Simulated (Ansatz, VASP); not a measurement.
MgO in VASP and in Ansatz

Contents of POSCAR:

```
MgO
1.0
    0.0000000000      2.0445889312      2.0445889312
    2.0445889312      0.0000000000      2.0445889312
    2.0445889312      2.0445889312      0.0000000000
Mg O
1 1
Direct
    0.0000000000      0.0000000000      0.0000000000
    0.5000000000      0.5000000000      0.5000000000
```

INCAR.step1

```
PREC = Accurate ; ENCUT = 660
ISMEAR = 0 ; SIGMA = 0.05
LREAL = F ; LASPH = T
NELM = 120 ; NBANDS = 15
GGA = PE ; ALGO = Normal
EDIFF = 1E-5 ; LWAVE = T
LCHARG = F ; GGA_COMPAT = F
```

Contents of INCAR.step2:

```
PREC = Accurate ; ENCUT = 660
EDIFF = 1E-6 ; ISMEAR = 0
SIGMA = 0.05 ; LREAL = F
LASPH = T ; NELM = 120
ALGO = Normal ; ISIF = 2
LWAVE = F ; LCHARG = F
METAGGA = R2SCAN ; LMIXTAU = T
NBANDS = 15 ; ISTART = 1
GGA_COMPAT = F
```

File KPOINTS:

```
regular mesh
0
Gamma
  8 8 8
```

Input for Ansatz:

```yaml
crystal:
  lattice:
    - [0.0, 2.0445889312, 2.0445889312]
    - [2.0445889312, 0.0, 2.0445889312]
    - [2.0445889312, 2.0445889312, 0.0]
  atoms:
    - { symbol: Mg, position: [0.0, 0.0, 0.0] }
    - { symbol: O, position: [0.5, 0.5, 0.5] }
basis:
  ecutwfc: 500
  ecutrho_ratio: 4
kpoints:
  mp_grid: { grid: [8, 8, 8] }
hamiltonian:
  xc: r2scan
scf:
  occupations: { method: gaussian, width: 0.05 }
output:
  forces: true
  stress: true
  eigenvalues: true
```

Alike in both runs: task single point; functional r2SCAN; k mesh 8 × 8 × 8; occupations gaussian, width 0.05 eV; no spin polarisation.

```csv
,VASP,Ansatz
version,VASP 6.6.1,Ansatz 0.2.0
potentials or method,"VASP PAW PBE potentials, release 64 (Mg_sv, O), cutoff 660 eV","scalar-relativistic, plane waves, PAW"
valence electrons in the cell,16,16
```

```tsv
	VASP	Ansatz	Ansatz less VASP
gap on the k mesh at the Fermi level (eV)	6.60	6.58	-0.024
least direct gap on the mesh (eV)	6.60	6.58	-0.024
pressure (GPa)	16.6	16.5	-0.07
```

VASP's potentials were made for PBE, not for r2SCAN.
